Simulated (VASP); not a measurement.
Wanted: the native input for a VASP 6.6.1 run.

```yaml
Task: single point
Functional: LDA
Potentials_or_basis: VASP PAW LDA potentials, release 64 (Os)
Cutoff: 520 eV
k_mesh: 9 × 9 × 9
Occupations: methfessel-paxton, width 0.01 eV
Spin: non-collinear spin, zero start, spin-orbit coupling
Starting_moments: "[[0.0, 0.0, 0.0]] μB"
Dipole_correction: no
Further_INCAR_settings: ALGO = Normal; EDIFF = 1e-06; NBANDS = 19
```

The structure of Os lies in POSCAR:

```
Os
1.0
   -0.0039230000      1.9478850000      1.9334980000
    1.9589700000     -0.0453990000      1.9749740000
    1.8969690000      1.9273590000      0.0166030000
Os
1
Direct
   -0.0056420000      0.0526440000     -0.0280610000
```

This cell differs from its parent crystal: the cell strained at random.

One way to write it, as run:

INCAR

```
PREC = Accurate ; ENCUT = 520
EDIFF = 1E-6 ; ISMEAR = 1
SIGMA = 0.01 ; LREAL = F
LASPH = T ; NELM = 150
ALGO = Normal ; ISIF = 2
LWAVE = F ; LCHARG = F
MAGMOM = 0 0 0 ; LORBIT = 11
LSORBIT = T ; GGA_COMPAT = F
LORBMOM = T ; LMAXMIX = 4
NBANDS = 19
```

KPOINTS

```
regular mesh
0
Gamma
  9 9 9
```

Potentials or basis: VASP PAW LDA potentials, release 64 (Os).

Launch:

```bash
$ cat potpaw_LDA.64/Os/POTCAR > POTCAR
$ mpirun -np 1 vasp_ncl > vasp.out
```

It gave:

```
Pressure                                              : -23.9 GPa
Net moment                                            : 0.00 μB per cell
Valence electrons inside the program's atomic spheres : Os 7.47
```

Caveat: the cell differs from its parent crystal (the cell strained at random).

Wall time 2.7 min on 1 thread of Oxide Virtual Turin-like Processor, with other jobs on the host, peak memory 0.23 GiB.
